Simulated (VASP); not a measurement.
Here is a VASP 6.6.1 calculation.

File INCAR:

```
SYSTEM = CoO
PREC = Accurate
ENCUT = 520
EDIFF = 1E-7
ISMEAR = 0
SIGMA = 0.1
LREAL = .FALSE.
LASPH = .TRUE.
NELM = 150
ALGO = Normal
ISIF = 2
LWAVE = .FALSE.
LCHARG = .TRUE.
ISPIN = 2
MAGMOM = 2.57 0.32
LORBIT = 11
LMAXMIX = 4
GGA = PS
LELF = .TRUE.
LVHAR = .TRUE.
NBANDS = 18
```

File KPOINTS:

```
Automatic mesh
0
G
  12 12 17
  0 0 0
```

POSCAR

```
CoO
1.0
    2.9782763752     -0.0016211116      0.0982661517
   -0.0016211116      2.9782763752      0.0982661517
    1.5561081115      1.5561081115      2.1473680739
Co O
1 1
Direct
    0.0000000000      0.0000000000      0.0000000000
    0.5000000000      0.5000000000      0.0000000000
```

Potentials or basis: VASP PAW PBE potentials, release 64 (Co, O).

The run is started by

```console
$ cat potpaw_PBE.64/Co/POTCAR potpaw_PBE.64/O/POTCAR > POTCAR
$ mpirun -np 1 vasp_std > vasp.out
```

Question: Estimate the net moment.

Answer: 2.72 μB per cell.

Question: Predict the pressure.

Answer: -1.8 GPa.

Question: What does it give for the site moments?

Answer: Co +2.40; O +0.27 μB.

Stress tensor (GPa, compression positive):
```
-2.33  0.08 -0.17
 0.08 -2.33 -0.18
-0.17 -0.18 -0.78
```

Caveat: the PAW data sets were made with another functional, which shifts forces and pressure a little; a cell with one magnetic atom can't hold antiferromagnetic order, which such compounds often take.
